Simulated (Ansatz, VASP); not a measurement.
## Two plane-wave programs on Ga

File INCAR:

```
SYSTEM = Ga
PREC = Accurate
ENCUT = 520
EDIFF = 1E-7
ISMEAR = -1
SIGMA = 0.1
LREAL = .False.
LASPH = .True.
NELM = 80
ALGO = Normal
ISIF = 2
LWAVE = .False.
LCHARG = .False.
GGA = RP
NBANDS = 12
```

File KPOINTS:

```
Automatic mesh
0
Gamma
  13 13 13
  0 0 0
```

POSCAR

```
Ga
1.0
    2.6471700841      0.0000000000      0.0000000000
    0.0000000000      2.6471700841      0.0000000000
    0.0000000000      0.0000000000      2.6471700841
Ga
1
Direct
    0.0000000000      0.0000000000      0.0000000000
```

Input for Ansatz:

```yaml
crystal:
  lattice:
    - [2.6471700841, 0.0, 0.0]
    - [0.0, 2.6471700841, 0.0]
    - [0.0, 0.0, 2.6471700841]
  atoms:
    - { symbol: Ga, position: [0.0, 0.0, 0.0] }
hamiltonian:
  xc: rpbe
  pseudopotentials:
    kind: paw
    azcp:
      Ga: "pseudopotentials/Ga.paw.azcp"
basis:
  ecutwfc: 420
  fft_grid_basis: typed
kpoints:
  mp_grid: { grid: [13, 13, 13], shift: [0, 0, 0] }
magnetization:
  spin_polarized: false
scf:
  occupations: { method: fermi_dirac, width: 0.1 }
  lower_state_search: "off"
output:
  stress: true
```

Alike in both runs: task single point; functional RPBE; k mesh 13 × 13 × 13; occupations fermi-dirac, width 0.1 eV; no spin polarisation.

```csv
,VASP,Ansatz
version,VASP 6.6.1,Ansatz 0.2.0
potentials or method,"VASP PAW PBE potentials, release 64 (Ga_d), cutoff 520 eV","plane waves (420 eV) with PAW, scalar-relativistic"
valence electrons in the cell,13,13
```

|  | VASP | Ansatz | Ansatz less VASP |
| --- | --- | --- | --- |
| pressure (GPa) | 6.9 | 6.7 | -0.21 |

VASP's potentials were made for PBE, not for RPBE.
